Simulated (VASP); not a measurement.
# La (P6_3/mmc) in VASP: single point with LDA

Aim: the single point of La with LDA.

All numbers are computed with VASP 6.6.1; they aren't measurements. Logs are shortened: lines on timing, memory, paths and dates and some standing lists are left out, and cuts for length are marked.

## 1. The cell of the first run

Symmetry: P6_3/mmc, No. 194, hexagonal system. Conventional cell: a = 3.600 Å, b = 3.600 Å, c = 11.587 Å, α = 90.00°, β = 90.00°, γ = 120.00°. La (site symmetry -3m) has 12 La at 3.57 to 3.60 Å within 4.7 Å. La (site symmetry -6m2) has 12 La at 3.57 to 3.60 Å within 4.7 Å.

## 2. Single point, LDA

INCAR reads:

```
SYSTEM = La
ALGO = All
EDIFF = 1E-6
ENCUT = 500
GGA = CA
GGA_COMPAT = .FALSE.
ISEARCH = 1
ISIF = 2
ISMEAR = -1
KPAR = 4
LASPH = .TRUE.
LCHARG = .FALSE.
LMAXMIX = 6
LREAL = .FALSE.
LWAVE = .FALSE.
NBANDS = 30
NELM = 300
PREC = Accurate
SIGMA = 0.15
```

KPOINTS reads:

```
k-points
0
G
  15 15 4
  0 0 0
```

POSCAR reads:

```
La
1.0
    3.5999235025      0.0000000000      0.0000000000
   -1.7999617512      3.1176252048      0.0000000000
    0.0000000000      0.0000000000     11.5869334494
La
4
Direct
    0.0000000000      0.0000000000      0.0000000000
    0.0000000000      0.0000000000      0.5000000000
    0.3333333333      0.6666666667      0.2500000000
    0.6666666667      0.3333333333      0.7500000000
```

Potentials or basis: VASP PAW LDA potentials, release 64 (La).

Run with:

```
cat potpaw_LDA.64/La/POTCAR > POTCAR
mpirun -np 4 vasp_std > vasp.out
```

OUTCAR:

```text
SYSTEM = La
   EDIFF = 1E-6
   ENCUT = 500
   GGA = CA
   ISIF = 2
   ISMEAR = -1
   LASPH = .TRUE.
   LREAL = .FALSE.
   NELM = 300
   PREC = Accurate

 ion  position               nearest neighbor table
   1  0.000  0.000  0.000-   3 3.57   4 3.57   3 3.57   4 3.57   4 3.57   3 3.57
   2  0.000  0.000  0.500-   3 3.57   4 3.57   3 3.57   4 3.57   4 3.57   3 3.57
   3  0.333  0.667  0.250-   1 3.57   2 3.57   1 3.57   2 3.57   1 3.57   2 3.57
   4  0.667  0.333  0.750-   1 3.57   2 3.57   1 3.57   2 3.57   1 3.57   2 3.57

  LATTYP: Found a hexagonal cell.
 ALAT       =     3.5999235025
 C/A-ratio  =     3.2186610191

  Lattice vectors:

 A1 = (   3.5999235025,   0.0000000000,   0.0000000000)
 A2 = (  -1.7999617512,   3.1176252048,   0.0000000000)
 A3 = (   0.0000000000,   0.0000000000,  11.5869334494)

Analysis of symmetry for initial positions (statically):
=====================================================================
 Subroutine PRICEL returns:
 Original cell was already a primitive cell.

 Routine SETGRP: Setting up the symmetry group for a
 hexagonal supercell.

 Subroutine GETGRP returns: Found 24 space group operations
 (whereof 12 operations were pure point group operations)
 out of a pool of 24 trial point group operations.

The static configuration has the point symmetry D_3d.
 The point group associated with its full space group is D_6h.

Analysis of symmetry for dynamics (positions and initial velocities):
=====================================================================
 Subroutine PRICEL returns:
 Original cell was already a primitive cell.

 Routine SETGRP: Setting up the symmetry group for a
 hexagonal supercell.

 Subroutine GETGRP returns: Found 24 space group operations
 (whereof 12 operations were pure point group operations)
 out of a pool of 24 trial point group operations.

The dynamic configuration has the point symmetry D_3d.
 The point group associated with its full space group is D_6h.

 Subroutine INISYM returns: Found 24 space group operations
 (whereof 12 operations are pure point group operations),
 and found     1 'primitive' translations

----------------------------------------------------------------------------------------

                                     Primitive cell

  volume of cell :     130.0426

  direct lattice vectors                    reciprocal lattice vectors
     3.599923502  0.000000000  0.000000000     0.277783680  0.160378483  0.000000000
    -1.799961751  3.117625205  0.000000000     0.000000000  0.320756965  0.000000000
     0.000000000  0.000000000 11.586933449     0.000000000  0.000000000  0.086304112

  length of vectors
     3.599923502  3.599923502 11.586933449     0.320756965  0.320756965  0.086304112

  position of ions in fractional coordinates (direct lattice)
     0.000000000  0.000000000  0.000000000
     0.000000000  0.000000000  0.500000000
     0.333333333  0.666666667  0.250000000
     0.666666667  0.333333333  0.750000000

  ion indices of the primitive-cell ions
   primitive index   ion index
                 1           1
                 2           2
                 3           3
                 4           4

----------------------------------------------------------------------------------------

 KPOINTS: k-points

Automatic generation of k-mesh.
 Grid dimensions read from file:
 generate k-points for:   15   15    4

 Generating k-lattice:

  Cartesian coordinates                     Fractional coordinates (reciprocal lattice)
     0.018518912  0.010691899  0.000000000     0.066666667  0.000000000  0.000000000
     0.000000000  0.021383798  0.000000000     0.000000000  0.066666667  0.000000000
     0.000000000  0.000000000  0.021576028     0.000000000  0.000000000  0.250000000

  Length of vectors
     0.021383798  0.021383798  0.021576028

  Shift w.r.t. Gamma in fractional coordinates (k-lattice)
     0.000000000  0.000000000  0.000000000

 Subroutine IBZKPT returns following result:
 ===========================================

 Found     81 irreducible k-points:

 Following reciprocal coordinates:
            Coordinates               Weight
  0.000000  0.000000  0.000000      1.000000
  0.066667  0.000000  0.000000      6.000000
  0.133333  0.000000  0.000000      6.000000
  0.200000  0.000000  0.000000      6.000000
  0.266667  0.000000  0.000000      6.000000
  0.333333  0.000000  0.000000      6.000000
[... 16 lines left out ...]
  0.333333  0.200000  0.000000     12.000000
  0.400000  0.200000  0.000000      6.000000
 [... further k-points ...]
   k-points           NKPTS =     81   k-points in BZ     NKDIM =     81   number of bands    NBANDS=     30
   number of dos      NEDOS =    301   number of ions     NIONS =      4
   total plane-waves  NPLWV =  70560
   dimension x,y,z NGX =    28 NGY =   28 NGZ =   90
   dimension x,y,z NGXF=    56 NGYF=   56 NGZF=  180
   ions per type =               4
   NGX,Y,Z   is equivalent  to a cutoff of  12.93, 12.93, 12.91 a.u.
   NGXF,Y,Z  is equivalent  to a cutoff of  25.86, 25.86, 25.83 a.u.
 SYSTEM =  La
   PREC   = accura    normal or accurate (medium, high low for compatibility)
   ISTART =      0    job   : 0-new  1-cont  2-samecut
   ICHARG =      2    charge: 1-file 2-atom 10-const
   ISPIN  =      1    spin polarized calculation?
   LNONCOLLINEAR =      F non collinear calculations
   LSORBIT =      F    spin-orbit coupling
   LASPH  =      T    aspherical Exc in radial PAW
   ENCUT  =  500.0 eV  36.75 Ry    6.06 a.u.   6.56  6.56 21.13*2*pi/ulx,y,z
   NELM   =    300;   NELMIN=  2; NELMDL= -5     # of ELM steps
   EDIFF  = 0.1E-05   stopping-criterion for ELM
   LREAL  =      F    real-space projection
   EDIFFG = 0.1E-04   stopping-criterion for IOM
   NSW    =      0    number of steps for IOM
   IBRION =     -1    ionic relax: 0-MD 1-quasi-New 2-CG
   NFREE  =      0    steps in history (QN), initial steepest desc. (CG)
   ISIF   =      2    stress and relaxation
   ISYM   =      2    0-nonsym 1-usesym 2-fastsym
   POTIM  = 0.5000    time-step for ionic-motion
   TEBEG  =    0.0;   TEEND  =   0.0 temperature during run
   PSTRESS=    0.0 pullay stress
   NELECT =      44.0000    total number of electrons
   NUPDOWN=      -1.0000    fix difference up-down
   EMIN   =  10.00;   EMAX   =-10.00  energy-range for DOS
   EFERMI =   0.00;   METHOD = LEGACY
   ISMEAR =    -1;   SIGMA  =   0.15  broadening in eV -4-tet -1-fermi 0-gaus
   EFERMI_NEDOS =   21; number of points for ismear=-14 and -15
   IALGO  =     58    algorithm
   IMIX   =      4    mixing-type and parameters
     AMIX     =   0.40;   BMIX     =  1.00
     AMIX_MAG =   1.60;   BMIX_MAG =  1.00
  volume/ion in A,a.u.               =      32.51       219.39
  Fermi-wavevector in a.u.,A,eV,Ry     =   1.140768  2.155738 17.705950  1.301351
  Thomas-Fermi vector in A             =   2.277469
   LORBIT       =      0    0 simple, 1 ext, 2 COOP (PROOUT), +10 PAW based schemes
   GGA     = CA    functional components
   LHFCALC =     F    Hartree Fock is set to
   AEXX    =    0.0000 exact exchange contribution
   IVDW    =     0    specifies the selected vdW correction
   LEPSILON=     F    determine dielectric tensor
   LRPA    =     F    only Hartree local field effects (RPA)
 non-spin polarized calculation
  energy-cutoff  :      500.00
  volume of cell :      130.04
 maximum number of plane-waves:      3354
 NGX is ok and might be reduce to    28
   NGX = 13   NGY = 13   NGZ = 43

 number of electron      44.0000003 magnetization

 Free energy of the ion-electron system (eV)
  ---------------------------------------------------
  ext. energy  EPLUGINS =         0.00000000
  ---------------------------------------------------
  free energy    TOTEN  =       -22.54994900 eV

  energy without entropy =      -22.10371070  energy(sigma->0) =      -22.32682985

 E-fermi :   9.0215     XC(G=0): -10.3148

 val. band max:        9.0185591681   @ k =   0.2000   0.0000   0.2500
 cond. band min:       9.0323165073   @ k =   0.2000   0.1333   0.2500
 fundamental gap:      0.0137573391
 Fermi energy:         9.0215049562

 k-point     1 :       0.0000    0.0000    0.0000
  band No.  band energies     occupation
      1     -23.5990      2.00000
      2     -23.4313      2.00000
      3     -23.4251      2.00000
      4     -23.2479      2.00000
      5      -8.3216      2.00000
      6      -7.3616      2.00000
[... 22 lines left out ...]
     29      10.5648      0.00007
     30      10.6670      0.00003

 k-point     2 :       0.0667    0.0000    0.0000
  band No.  band energies     occupation
      1     -23.5871      2.00000
      2     -23.4224      2.00000
      3     -23.4162      2.00000
      4     -23.2423      2.00000
      5      -8.2951      2.00000
      6      -7.3694      2.00000
[... 22 lines left out ...]
     29      10.6112      0.00005
     30      10.7012      0.00003

 k-point     3 :       0.1333    0.0000    0.0000
  band No.  band energies     occupation
      1     -23.5528      2.00000
      2     -23.3970      2.00000
      3     -23.3907      2.00000
      4     -23.2267      2.00000
      5      -8.2178      2.00000
      6      -7.4050      2.00000
[... 22 lines left out ...]
     29      10.6340      0.00004
     30      10.7464      0.00002

 k-point     4 :       0.2000    0.0000    0.0000
  band No.  band energies     occupation
      1     -23.5005      2.00000
      2     -23.3591      2.00000
      3     -23.3528      2.00000
      4     -23.2050      2.00000
      5      -8.0965      2.00000
      6      -7.5123      2.00000
[... 616 lines left out ...]
     29      10.2947      0.00041
     30      10.6258      0.00005

 k-point    23 :       0.3333    0.2000    0.0000
  band No.  band energies     occupation
      1     -23.2535      2.00000
      2     -23.2085      2.00000
      3     -23.2018      2.00000
      4     -23.1568      2.00000
      5      -8.0629      2.00000
      6      -8.0089      2.00000
[... 22 lines left out ...]
     29      10.6317      0.00004
     30      10.8072      0.00001

 k-point    24 :       0.4000    0.2000    0.0000
  band No.  band energies     occupation
      1     -23.2337      2.00000
      2     -23.2009      2.00000
      3     -23.1941      2.00000
      4     -23.1612      2.00000
      5      -8.0953      2.00000
      6      -8.0321      2.00000
[... 22 lines left out ...]
     29      10.8164      0.00001
     30      10.8684      0.00001

 [... further k-points ...]

------------------------ aborting loop because EDIFF is reached ----------------------------------------

  FORCE on cell =-STRESS in cart. coord.  units (eV):
  Direction    XX          YY          ZZ          XY          YZ          ZX
  --------------------------------------------------------------------------------------
  -------------------------------------------------------------------------------------
  Total       -0.0767369     -0.0767369     -0.0812799     -0.0000000      0.0000000     -0.0000000
  in kB       -0.9454293     -0.9454293     -1.0014014     -0.0000000      0.0000000     -0.0000000
  external PRESSURE =      -0.9640867 kB  Pullay stress =       0.0000000 kB

 VOLUME and BASIS-vectors are now :
 -----------------------------------------------------------------------------
  energy-cutoff  :      500.00
  volume of cell :      130.04
      direct lattice vectors                 reciprocal lattice vectors
     3.599923502  0.000000000  0.000000000     0.277783680  0.160378483  0.000000000
    -1.799961751  3.117625205  0.000000000     0.000000000  0.320756965  0.000000000
     0.000000000  0.000000000 11.586933449     0.000000000  0.000000000  0.086304112

 POSITION                                       TOTAL-FORCE (eV/Angst)
 -----------------------------------------------------------------------------------
      0.00000      0.00000      0.00000        -0.000000      0.000000     -0.000000
      0.00000      0.00000      5.79347        -0.000000      0.000000     -0.000000
     -0.00000      2.07842      2.89673        -0.000000      0.000000      0.000000
      1.79996      1.03921      8.69020         0.000000     -0.000000     -0.000000
 -----------------------------------------------------------------------------------
    total drift:                                0.000000     -0.000000      0.000000

  FREE ENERGIE OF THE ION-ELECTRON SYSTEM (eV)
  ---------------------------------------------------
  free  energy   TOTEN  =       -22.5499489977 eV

  energy  without entropy=      -22.1037248110  energy(sigma->0) =      -22.32683690
```

Run time: 4.7 min. Hardware: 4 MPI ranks of Intel Xeon Platinum 8259CL at 2.50GHz (Skylake/Cascade Lake), shared host; peak memory 0.63 GiB.

Results:

```yaml
Free_energy: -22.5499 eV
Pressure: -0.1 GPa
Band_gap_on_the_k_mesh: zero (bands 22 and 23 overlap by 1.22 eV)
```

Levels at points of the mesh, in eV from the Fermi level:
```
           k point  band 20  band 21  band 22  band 23  band 24  band 25
(0.00, 0.00, 0.00)    -1.70     0.61     0.78     1.25     1.26     1.28
(0.00, 0.00, 0.50)    -1.78     0.73     0.73     1.33     1.33     1.35
```

Caveat: spin-orbit coupling is left out, which moves the levels of the heavy elements.
